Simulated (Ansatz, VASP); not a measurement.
B: VASP beside Ansatz

Contents of INCAR:

```
SYSTEM = B
PREC = Accurate
ENCUT = 520
EDIFF = 1E-6
ISMEAR = -1
SIGMA = 0.05
LREAL = .FALSE.
LASPH = .TRUE.
NELM = 100
ALGO = Normal
ISIF = 2
LWAVE = .FALSE.
LCHARG = .TRUE.
GGA = PE
LELF = .TRUE.
LVHAR = .TRUE.
NBANDS = 8
```

File KPOINTS:

```
regular mesh
0
G
  22 22 22
  0 0 0
```

POSCAR

```
B
1.0
    1.7778310619      0.0000000000      0.0000000000
    0.0000000000      1.7778310619      0.0000000000
    0.0000000000      0.0000000000      1.7778310619
B
1
Direct
    0.0000000000      0.0000000000      0.0000000000
```

Input for Ansatz:

```yaml
crystal:
  lattice:
    - [1.7778310619, 0.0, 0.0]
    - [0.0, 1.7778310619, 0.0]
    - [0.0, 0.0, 1.7778310619]
  atoms:
    - { symbol: B, position: [0.0, 0.0, 0.0] }
kpoints:
  mp_grid: { grid: [22, 22, 22] }
scf:
  occupations: { method: fermi_dirac, width: 0.05 }
hamiltonian:
  xc: pbe
  pseudopotentials: { kind: paw }
output:
  forces: true
  stress: true
  eigenvalues: true
  populations: true
  write_density: true
  write_potential: true
  elf: true
  volumetric_format: npy
```

Change from the starting cell: volume scaled by 0.84, PAW files.

Alike in both runs: task single point; functional PBE; k mesh 22 × 22 × 22; occupations fermi-dirac, width 0.05 eV; no spin polarisation.

|  | VASP | Ansatz |
| --- | --- | --- |
| version | VASP 6.6.1 | Ansatz 0.2.0 |
| potentials or method | VASP PAW PBE potentials, release 64 (B) | PAW with Ansatz's default frozen-core files, scalar-relativistic |
| plane-wave cutoff (eV) | 520 | 420 |
| valence electrons in the cell | 3 | 3 |

Ansatz gave:

| Quantity | Value |
| --- | --- |
| pressure (GPa) | 56.0 |

Question: Estimate VASP's values.

Answer: Pressure (GPa): 56.2.

Both programs put the cell under a high pressure, so it lies far from rest at this level.
